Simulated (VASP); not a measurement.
B2Ir6Pb5, 13 atoms in the cell. The typed cell holds 13 atoms: a = 7.062 Å, b = 6.995 Å, c = 5.966 Å, α = 90.05°, β = 89.95°, γ = 119.74°. 

| Quantity | Value |
| --- | --- |
| Program | VASP 6.6.1 |
| Task | single point |
| Functional | PBE |
| Potentials or basis | VASP PAW PBE potentials, release 64 (Ir, Pb_d, B) |
| Cutoff | 520 eV |
| k mesh | 3 × 3 × 3 |
| Occupations | methfessel-paxton, width 0.15 eV |
| Spin | no spin polarisation |
| Dipole correction | no |
| Further INCAR settings | ALGO = Normal; EDIFF = 1e-06; NBANDS = 77 |

Potentials or basis: VASP PAW PBE potentials, release 64 (Ir, Pb_d, B).

Launch:

```bash
$ cat potpaw_PBE.64/Ir/POTCAR potpaw_PBE.64/Pb_d/POTCAR potpaw_PBE.64/B/POTCAR > POTCAR
$ mpirun -np 1 vasp_std > vasp.out
```

Hardware: 1 thread of AMD EPYC 9R45 96-Core Processor (Zen 5) (shared host).

Q: Estimate the wall time of this run.

A: Wall time 3.5 min on 1 thread of AMD EPYC 9R45 96-Core Processor (Zen 5) (shared host), peak memory 0.46 GiB. Counts: scf iterations 17, k points 14.
